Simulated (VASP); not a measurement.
# LiW (P-6m2) in VASP: further runs

Runs on LiW. Level: PBE. Tasks: single point.

All numbers are computed with VASP 6.6.1; they aren't measurements. Logs are shortened: lines on timing, memory, paths and dates and some standing lists are left out, and cuts for length are marked.

### 1 The cell of the first run

Symmetry: P-6m2, No. 187, hexagonal system. Conventional cell: a = 2.727 Å, b = 2.727 Å, c = 4.334 Å, α = 90.00°, β = 90.00°, γ = 120.00°. Within 3.5 Å of Li (site symmetry -6m2) lie 6 W at 2.68 Å and 6 Li at 2.73 Å. W (site symmetry -6m2) has 6 Li at 2.68 Å and 6 W at 2.73 Å within 3.5 Å.

The cell was generated, and may not be a known phase.

### 2 Single point, PBE

INCAR

```
ALGO = Normal
EDIFF = 1E-6
ENCUT = 750
GGA = PE
GGA_COMPAT = F
ISIF = 2
ISMEAR = 0
LASPH = T
LCHARG = F
LREAL = F
LWAVE = F
NBANDS = 16
NELM = 120
PREC = Accurate
SIGMA = 0.1
```

KPOINTS

```
k-points
0
Gamma
  6 6 4
```

POSCAR

```
LiW
1.0
    2.7268284500      0.0000000000      0.0000000000
   -1.3634142200      2.3615027100      0.0000000000
    0.0000000000      0.0000000000      4.3341912100
Li W
1 1
Direct
    0.3333333300      0.6666666700      0.0000000000
    0.6666666700      0.3333333300      0.5000000000
```

Potentials or basis: VASP PAW PBE potentials, release 64 (Li_sv, W_sv).

The run is started by

```console
cat potpaw_PBE.64/Li_sv/POTCAR potpaw_PBE.64/W_sv/POTCAR > POTCAR
mpirun -np 1 vasp_std > vasp.out
```

OUTCAR:

```text
EDIFF = 1E-6
   ENCUT = 750
   GGA = PE
   ISIF = 2
   ISMEAR = 0
   LASPH = T
   LREAL = F
   NELM = 120
   PREC = Accurate

 ion  position               nearest neighbor table
   1  0.333  0.667  0.000-   2 2.68   2 2.68   2 2.68   2 2.68   2 2.68   2 2.68
   2  0.667  0.333  0.500-   1 2.68   1 2.68   1 2.68   1 2.68   1 2.68   1 2.68

  LATTYP: Found a hexagonal cell.
 ALAT       =     2.7268284500
 C/A-ratio  =     1.5894623697

  Lattice vectors:

 A1 = (   2.7268284500,   0.0000000000,   0.0000000000)
 A2 = (  -1.3634142200,   2.3615027100,   0.0000000000)
 A3 = (   0.0000000000,   0.0000000000,   4.3341912100)

Analysis of symmetry for initial positions (statically):
=====================================================================
 Subroutine PRICEL returns:
 Original cell was already a primitive cell.

 Routine SETGRP: Setting up the symmetry group for a
 hexagonal supercell.

 Subroutine GETGRP returns: Found 12 space group operations
 (whereof 12 operations were pure point group operations)
 out of a pool of 24 trial point group operations.

The static configuration has the point symmetry D_3h.

Analysis of symmetry for dynamics (positions and initial velocities):
=====================================================================
 Subroutine PRICEL returns:
 Original cell was already a primitive cell.

 Routine SETGRP: Setting up the symmetry group for a
 hexagonal supercell.

 Subroutine GETGRP returns: Found 12 space group operations
 (whereof 12 operations were pure point group operations)
 out of a pool of 24 trial point group operations.

The dynamic configuration has the point symmetry D_3h.

 Subroutine INISYM returns: Found 12 space group operations
 (whereof 12 operations are pure point group operations),
 and found     1 'primitive' translations

----------------------------------------------------------------------------------------

                                     Primitive cell

  volume of cell :      27.9096

  direct lattice vectors                    reciprocal lattice vectors
     2.726828450  0.000000000  0.000000000     0.366726407  0.211729589  0.000000000
    -1.363414220  2.361502710  0.000000000     0.000000000  0.423459180  0.000000000
     0.000000000  0.000000000  4.334191210     0.000000000  0.000000000  0.230723554

  length of vectors
     2.726828450  2.726828448  4.334191210     0.423459179  0.423459180  0.230723554

  position of ions in fractional coordinates (direct lattice)
     0.333333330  0.666666670  0.000000000
     0.666666670  0.333333330  0.500000000

  ion indices of the primitive-cell ions
   primitive index   ion index
                 1           1
                 2           2

----------------------------------------------------------------------------------------

 KPOINTS: k-points

Automatic generation of k-mesh.
 Grid dimensions read from file:
 generate k-points for:    6    6    4

 Generating k-lattice:

  Cartesian coordinates                     Fractional coordinates (reciprocal lattice)
     0.061121068  0.035288265  0.000000000     0.166666667  0.000000000  0.000000000
     0.000000000  0.070576530  0.000000000     0.000000000  0.166666667  0.000000000
     0.000000000  0.000000000  0.057680889     0.000000000  0.000000000  0.250000000

  Length of vectors
     0.070576530  0.070576530  0.057680889

  Shift w.r.t. Gamma in fractional coordinates (k-lattice)
     0.000000000  0.000000000  0.000000000

 Subroutine IBZKPT returns following result:
 ===========================================

 Found     21 irreducible k-points:

 Following reciprocal coordinates:
            Coordinates               Weight
  0.000000  0.000000  0.000000      1.000000
  0.166667  0.000000  0.000000      6.000000
  0.333333  0.000000  0.000000      6.000000
  0.500000  0.000000  0.000000      3.000000
  0.166667  0.166667  0.000000      6.000000
  0.333333  0.166667  0.000000     12.000000
[... 13 lines left out ...]
  0.333333  0.166667  0.500000     12.000000
  0.333333  0.333333  0.500000      2.000000
   k-points           NKPTS =     21   k-points in BZ     NKDIM =     21   number of bands    NBANDS=     16
   number of dos      NEDOS =    301   number of ions     NIONS =      2
   total plane-waves  NPLWV =  23040
   dimension x,y,z NGX =    24 NGY =   24 NGZ =   40
   dimension x,y,z NGXF=    48 NGYF=   48 NGZF=   80
   ions per type =               1   1
   NGX,Y,Z   is equivalent  to a cutoff of  14.63, 14.63, 15.34 a.u.
   NGXF,Y,Z  is equivalent  to a cutoff of  29.26, 29.26, 30.69 a.u.
 SYSTEM =  unknown system
   PREC   = accura    normal or accurate (medium, high low for compatibility)
   ISTART =      0    job   : 0-new  1-cont  2-samecut
   ICHARG =      2    charge: 1-file 2-atom 10-const
   ISPIN  =      1    spin polarized calculation?
   LNONCOLLINEAR =      F non collinear calculations
   LSORBIT =      F    spin-orbit coupling
   LASPH  =      T    aspherical Exc in radial PAW
   ENCUT  =  750.0 eV  55.12 Ry    7.42 a.u.   6.09  6.09  9.68*2*pi/ulx,y,z
   NELM   =    120;   NELMIN=  2; NELMDL= -5     # of ELM steps
   EDIFF  = 0.1E-05   stopping-criterion for ELM
   LREAL  =      F    real-space projection
   EDIFFG = 0.1E-04   stopping-criterion for IOM
   NSW    =      0    number of steps for IOM
   IBRION =     -1    ionic relax: 0-MD 1-quasi-New 2-CG
   NFREE  =      0    steps in history (QN), initial steepest desc. (CG)
   ISIF   =      2    stress and relaxation
   ISYM   =      2    0-nonsym 1-usesym 2-fastsym
   POTIM  = 0.5000    time-step for ionic-motion
   TEBEG  =    0.0;   TEEND  =   0.0 temperature during run
   PSTRESS=    0.0 pullay stress
   NELECT =      17.0000    total number of electrons
   NUPDOWN=      -1.0000    fix difference up-down
   EMIN   =  10.00;   EMAX   =-10.00  energy-range for DOS
   EFERMI =   0.00;   METHOD = LEGACY
   ISMEAR =     0;   SIGMA  =   0.10  broadening in eV -4-tet -1-fermi 0-gaus
   EFERMI_NEDOS =   21; number of points for ismear=-14 and -15
   IALGO  =     38    algorithm
   IMIX   =      4    mixing-type and parameters
     AMIX     =   0.40;   BMIX     =  1.00
     AMIX_MAG =   1.60;   BMIX_MAG =  1.00
  volume/ion in A,a.u.               =      13.95        94.17
  Fermi-wavevector in a.u.,A,eV,Ry     =   1.387734  2.622438 26.202193  1.925807
  Thomas-Fermi vector in A             =   2.511927
   LORBIT       =      0    0 simple, 1 ext, 2 COOP (PROOUT), +10 PAW based schemes
   GGA     = PE    functional components
   LHFCALC =     F    Hartree Fock is set to
   AEXX    =    0.0000 exact exchange contribution
   IVDW    =     0    specifies the selected vdW correction
   LEPSILON=     F    determine dielectric tensor
   LRPA    =     F    only Hartree local field effects (RPA)
 non-spin polarized calculation
 Gauss-broadening in eV      SIGMA  =   0.10
  energy-cutoff  :      750.00
  volume of cell :       27.91
 maximum number of plane-waves:      1314
   NGX = 13   NGY = 13   NGZ = 19

 number of electron      17.0000003 magnetization

 Free energy of the ion-electron system (eV)
  ---------------------------------------------------
  ext. energy  EPLUGINS =         0.00000000
  ---------------------------------------------------
  free energy    TOTEN  =       -13.44023582 eV

  energy without entropy =      -13.43254887  energy(sigma->0) =      -13.43639235

 E-fermi :   7.0053     XC(G=0): -11.4509

 val. band max:        6.8574386444   @ k =   0.0000   0.0000   0.5000
 cond. band min:       7.0208988312   @ k =   0.3333   0.1667   0.0000
 fundamental gap:      0.1634601868
 Fermi energy:         7.0052715980

 k-point     1 :       0.0000    0.0000    0.0000
  band No.  band energies     occupation
      1     -66.7615      2.00000
      2     -37.7522      2.00000
      3     -31.1261      2.00000
      4     -30.2584      2.00000
      5     -30.2584      2.00000
      6      -0.4900      2.00000
[... 8 lines left out ...]
     15      24.1820      0.00000
     16      24.1820      0.00000

 k-point     2 :       0.1667    0.0000    0.0000
  band No.  band energies     occupation
      1     -66.7304      2.00000
      2     -37.7407      2.00000
      3     -31.0760      2.00000
      4     -30.6073      2.00000
      5     -30.3380      2.00000
      6       0.6329      2.00000
[... 8 lines left out ...]
     15      21.9228      0.00000
     16      23.8593      0.00000

 k-point     3 :       0.3333    0.0000    0.0000
  band No.  band energies     occupation
      1     -66.6678      2.00000
      2     -37.7175      2.00000
      3     -31.2651      2.00000
      4     -30.9744      2.00000
      5     -30.4937      2.00000
      6       2.1833      2.00000
[... 8 lines left out ...]
     15      19.5929      0.00000
     16      22.0092      0.00000

 k-point     4 :       0.5000    0.0000    0.0000
  band No.  band energies     occupation
      1     -66.6362      2.00000
      2     -37.7059      2.00000
      3     -31.5766      2.00000
      4     -30.9230      2.00000
      5     -30.5700      2.00000
      6       2.1061      2.00000
[... 8 lines left out ...]
     15      18.3512      0.00000
     16      21.8041      0.00000
[... 267 lines left out ...]
 k-point    19 :       0.1667    0.1667    0.5000
  band No.  band energies     occupation
      1     -66.6834      2.00000
      2     -37.7247      2.00000
      3     -31.0430      2.00000
      4     -31.0000      2.00000
      5     -30.5243      2.00000
      6       3.0408      2.00000
[... 8 lines left out ...]
     15      21.0403      0.00000
     16      23.3623      0.00000

 k-point    20 :       0.3333    0.1667    0.5000
  band No.  band energies     occupation
      1     -66.6362      2.00000
      2     -37.7052      2.00000
      3     -31.4171      2.00000
      4     -30.9265      2.00000
      5     -30.7521      2.00000
      6       3.5185      2.00000
[... 8 lines left out ...]
     15      20.2603      0.00000
     16      20.8141      0.00000

 k-point    21 :       0.3333    0.3333    0.5000
  band No.  band energies     occupation
      1     -66.6204      2.00000
      2     -37.6988      2.00000
      3     -31.1938      2.00000
      4     -31.1894      2.00000
      5     -30.9019      2.00000
      6       4.7514      2.00000
[... 8 lines left out ...]
     15      17.5590      0.00000
     16      21.0860      0.00000

------------------------ aborting loop because EDIFF is reached ----------------------------------------

  FORCE on cell =-STRESS in cart. coord.  units (eV):
  Direction    XX          YY          ZZ          XY          YZ          ZX
  --------------------------------------------------------------------------------------
  -------------------------------------------------------------------------------------
  Total       -0.1349844     -0.1349844      5.2078978     -0.0000000      0.0000000      0.0000000
  in kB       -7.7488942     -7.7488942    298.9638705     -0.0000000      0.0000000      0.0000000
  external PRESSURE =      94.4886941 kB  Pullay stress =       0.0000000 kB

 VOLUME and BASIS-vectors are now :
 -----------------------------------------------------------------------------
  energy-cutoff  :      750.00
  volume of cell :       27.91
      direct lattice vectors                 reciprocal lattice vectors
     2.726828450  0.000000000  0.000000000     0.366726407  0.211729589  0.000000000
    -1.363414220  2.361502710  0.000000000     0.000000000  0.423459180  0.000000000
     0.000000000  0.000000000  4.334191210     0.000000000  0.000000000  0.230723554

 POSITION                                       TOTAL-FORCE (eV/Angst)
 -----------------------------------------------------------------------------------
     -0.00000      1.57434      0.00000        -0.000000     -0.000000      0.000000
      1.36341      0.78717      2.16710         0.000000      0.000000      0.000000
 -----------------------------------------------------------------------------------
    total drift:                               -0.000006      0.000004      0.000000

  FREE ENERGIE OF THE ION-ELECTRON SYSTEM (eV)
  ---------------------------------------------------
  free  energy   TOTEN  =       -13.4402358245 eV

  energy  without entropy=      -13.4325488681  energy(sigma->0) =      -13.43639235
```

Wall time 14 s (1 thread of Intel Xeon Platinum 8259CL at 2.50GHz (Skylake/Cascade Lake), shared host); peak memory 0.17 GiB.

Results:

| Item | Value |
| --- | --- |
| Free energy | -13.4402 eV |
| Pressure | 9.4 GPa |
| Band gap on the k mesh | zero (an odd number of electrons rules out a gap without spin polarisation) |

Stress tensor (GPa, compression positive):
```
-0.77  0.00  0.00
 0.00 -0.77  0.00
 0.00  0.00 29.90
```

Caveat: the k points lie up to 0.44 Å⁻¹ apart, too coarse for converged energies and pressures of a metal; spin-orbit coupling is left out, which moves the levels of the heavy elements.

### 3 Single point, PBE

This run uses another cell than the first one, of 15.76 Å³/atom.

INCAR

```
SYSTEM = LiW
PREC = Accurate
ENCUT = 750
EDIFF = 1E-6
ISMEAR = 0
SIGMA = 0.1
LREAL = .FALSE.
LASPH = .TRUE.
NELM = 120
ALGO = Normal
ISIF = 2
LWAVE = .FALSE.
LCHARG = .FALSE.
GGA = PE
NBANDS = 16
GGA_COMPAT = .FALSE.
```

KPOINTS

```
Automatic mesh
0
G
  6 6 4
  0 0 0
```

POSCAR

```
LiW
1.0
    2.7015833027     -0.0000000029      0.0000000000
   -1.3507916489      2.3396397720      0.0000000000
    0.0000000000      0.0000000000      4.9863884949
Li W
1 1
Direct
    0.3333333333      0.6666666667      0.0000000000
    0.6666666667      0.3333333333      0.5000000000
```

Potentials or basis: VASP PAW PBE potentials, release 64 (Li_sv, W_sv).

The run is started by

```console
cat potpaw_PBE.64/Li_sv/POTCAR potpaw_PBE.64/W_sv/POTCAR > POTCAR
mpirun -np 1 vasp_std > vasp.out
```

Wall time 12 s (1 thread of Intel Xeon Platinum 8259CL at 2.50GHz (Skylake/Cascade Lake), shared host); peak memory 0.17 GiB.

It converged, with:

| Quantity | Value |
| --- | --- |
| Free energy | -13.8096 eV |
| Pressure | 0.3 GPa |
| Band gap on the k mesh | zero (an odd number of electrons rules out a gap without spin polarisation) |

Levels at points of the mesh, in eV from the Fermi level:
```csv
k point,band 6,band 7,band 8,band 9,band 10,band 11,band 12,band 13
"(0.00, 0.00, 0.00)",-7.64,-3.60,-0.89,-0.41,-0.41,3.38,3.38,5.66
"(0.50, 0.00, 0.00)",-5.14,-3.38,-1.24,1.39,1.99,5.82,6.06,6.15
"(0.00, 0.00, 0.50)",-7.49,-2.89,-2.55,-0.40,-0.40,3.35,3.35,8.18
"(0.50, 0.00, 0.50)",-5.11,-3.52,0.30,1.27,1.91,1.98,6.15,7.63
```

Caveat: the k points lie up to 0.45 Å⁻¹ apart, too coarse for converged energies and pressures of a metal; spin-orbit coupling is left out, which moves the levels of the heavy elements.

The gap in the log of VASP goes by the Fermi energy; the results here count the filled bands.